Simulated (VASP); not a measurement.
Write the native input for VASP 6.6.1 that does the following.

```
Task                   : single point
Functional             : LDA
Potentials or basis    : VASP PAW LDA potentials, release 64 (Zn)
Cutoff                 : 520 eV
k mesh                 : 11 × 11 × 6
Occupations            : fermi-dirac, width 0.05 eV
Spin                   : no spin polarisation
Dipole correction      : no
Further INCAR settings : ALGO = Normal; EDIFF = 1e-06; NBANDS = 19
```

The structure of Zn lies in POSCAR:

```
Zn
1.0
    2.6520799970      0.0000000000      0.0000000000
   -1.3260399985      2.2967686502      0.0000000000
    0.0000000000      0.0000000000      4.9326701367
Zn
2
Direct
    0.6666666667      0.3333333333      0.7500000000
    0.3333333333      0.6666666667      0.2500000000
```

This cell differs from its parent crystal: volume scaled by 0.98.

One way to write it, as run:

INCAR

```
SYSTEM = Zn
  PREC = Accurate
  ENCUT = 520
  EDIFF = 1E-6
  ISMEAR = -1
  SIGMA = 0.05
  LREAL = .False.
  LASPH = .True.
  NELM = 80
  ALGO = Normal
  ISIF = 2
  LWAVE = .False.
  LCHARG = .True.
  GGA = CA
  LELF = .True.
  LVHAR = .True.
  NBANDS = 19
```

KPOINTS

```
Automatic mesh
0
Gamma
  11 11 6
  0 0 0
```

Potentials or basis: VASP PAW LDA potentials, release 64 (Zn).

Launch:

```bash
$ cat potpaw_LDA.64/Zn/POTCAR > POTCAR
$ mpirun -np 1 vasp_std > vasp.out
```

Results of the run:

- Pressure: -7.5 GPa
- Band gap on the k mesh: zero (band 12 reaches 4.69 eV, above the bottom of band 13 at -0.14 eV)

It took 34 s on 1 thread of Intel Xeon 8259CL, with other jobs on the host, peak memory 0.14 GiB.
